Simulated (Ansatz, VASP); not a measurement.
## ZrB in VASP and in Ansatz

The input INCAR:

```
PREC = Accurate
ENCUT = 500
EDIFF = 1E-6
ISMEAR = 1
SIGMA = 0.1
LREAL = F
LASPH = T
NELM = 120
ALGO = Normal
ISIF = 2
LWAVE = F
LCHARG = T
GGA = PE
IVDW = 12
LELF = T
LVHAR = T
NBANDS = 14
GGA_COMPAT = F
```

The input KPOINTS:

```
regular mesh
0
Gamma
  7 7 7
```

POSCAR

```
ZrB
1.0
    0.0000000000      2.4563210000      2.4563210000
    2.4563210000      0.0000000000      2.4563210000
    2.4563210000      2.4563210000      0.0000000000
Zr B
1 1
Direct
    0.5000000000      0.5000000000      0.5000000000
    0.0000000000      0.0000000000      0.0000000000
```

Input for Ansatz:

```yaml
crystal:
  lattice:
    - [0.0, 2.456321, 2.456321]
    - [2.456321, 0.0, 2.456321]
    - [2.456321, 2.456321, 0.0]
  atoms:
    - { symbol: Zr, position: [0.5, 0.5, 0.5] }
    - { symbol: B, position: [0.0, 0.0, 0.0] }
basis:
  ecutwfc: 450.0
kpoints:
  mp_grid:
    grid: [7, 7, 7]
hamiltonian:
  xc: pbe
  dispersion: d3bj
scf:
  occupations:
    method: cold
    width: 0.1
output:
  forces: true
  stress: true
```

Alike in both runs: task single point; functional PBE; dispersion D3(BJ); k mesh 7 × 7 × 7; no spin polarisation.

```csv
,VASP,Ansatz
version,VASP 6.6.1,Ansatz 0.2.0
potentials or method,"VASP PAW PBE potentials, release 64 (Zr_sv, B), cutoff 500 eV","plane waves, PAW"
occupations,"methfessel-paxton of order 1, width 0.1 eV","cold, width 0.1 eV"
valence electrons in the cell,15,15
```

Ansatz gave:

| Quantity | Value |
| --- | --- |
| pressure (GPa) | -5.0 |

Question: Which values does VASP return?

Answer: Pressure (GPa): -4.9.
